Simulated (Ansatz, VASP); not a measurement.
**TiAl in VASP and in Ansatz**

File POSCAR:

```
TiAl
1.0
    3.1790640000      0.0238429800      0.0000000000
    0.0238429800      3.1790640000      0.0000000000
    0.0000000000      0.0000000000      3.1790640000
Ti Al
1 1
Direct
    0.0000000000      0.0000000000      0.0000000000
    0.5000000000      0.5000000000      0.5000000000
```

INCAR.step1

```
SYSTEM = TiAl
PREC     = Accurate       ! precision mode
ENCUT    = 520            ! plane-wave cutoff, eV
ISMEAR   = 0              ! smearing method
SIGMA    = 0.15           ! smearing width, eV
LREAL    = .False.        ! projectors in reciprocal space
LASPH    = .True.         ! aspherical terms in the spheres
NELM     = 60             ! most SCF steps
NBANDS   = 14             ! bands
GGA      = PE             ! functional
ALGO     = Normal         ! electronic algorithm
EDIFF    = 1E-4           ! SCF threshold, eV
LWAVE    = .True.         ! write WAVECAR
LCHARG   = .False.        ! write CHGCAR
```

The input INCAR.step2:

```
SYSTEM = TiAl
PREC     = Accurate       ! precision mode
ENCUT    = 520            ! plane-wave cutoff, eV
EDIFF    = 1E-6           ! SCF threshold, eV
ISMEAR   = 0              ! smearing method
SIGMA    = 0.15           ! smearing width, eV
LREAL    = .False.        ! projectors in reciprocal space
LASPH    = .True.         ! aspherical terms in the spheres
NELM     = 60             ! most SCF steps
ALGO     = Normal         ! electronic algorithm
ISIF     = 2              ! what is computed and relaxed
LWAVE    = .False.        ! write WAVECAR
LCHARG   = .False.        ! write CHGCAR
METAGGA  = R2SCAN         ! meta-GGA
LMIXTAU  = .True.       
NBANDS   = 14             ! bands
ISTART   = 1
```

Contents of KPOINTS:

```
regular mesh
0
Gamma
  16 16 16
  0 0 0
```

Input for Ansatz:

```yaml
crystal:
  lattice:
    - [3.179064, 0.02384298, 0.0]
    - [0.02384298, 3.179064, 0.0]
    - [0.0, 0.0, 3.179064]
  atoms:
    - { symbol: Ti, position: [0.0, 0.0, 0.0] }
    - { symbol: Al, position: [0.5, 0.5, 0.5] }
basis:
  ecutwfc: 500
kpoints:
  mp_grid: { grid: [16, 16, 16] }
hamiltonian:
  xc: r2scan
scf:
  occupations: { method: gaussian, width: 0.15 }
output:
  forces: true
  stress: true
  eigenvalues: true
```

Change from the starting cell: strain +0.0150 x Voigt [0, 0, 0, 0, 0, 1], atoms carried along.

Alike in both runs: task single point; functional r2SCAN; k mesh 16 × 16 × 16; occupations gaussian, width 0.15 eV; no spin polarisation.

```csv
,VASP,Ansatz
version,VASP 6.6.1,Ansatz 0.2.0
potentials or method,"VASP PAW PBE potentials, release 64 (Ti_sv, Al), cutoff 520 eV","scalar-relativistic, plane waves, PAW"
valence electrons in the cell,15,15
```

|  | VASP | Ansatz | Ansatz less VASP |
| --- | --- | --- | --- |
| gap on the k mesh at the Fermi level (eV) | none | none | - |
| pressure (GPa) | -0.7 | -0.8 | -0.08 |
| traceless stress, the component that is largest in VASP (GPa) | -1.16 | -1.16 | -0.006 |

VASP's potentials were made for PBE, not for r2SCAN. A gap of «none» marks a metal or a gap that the smearing closes.
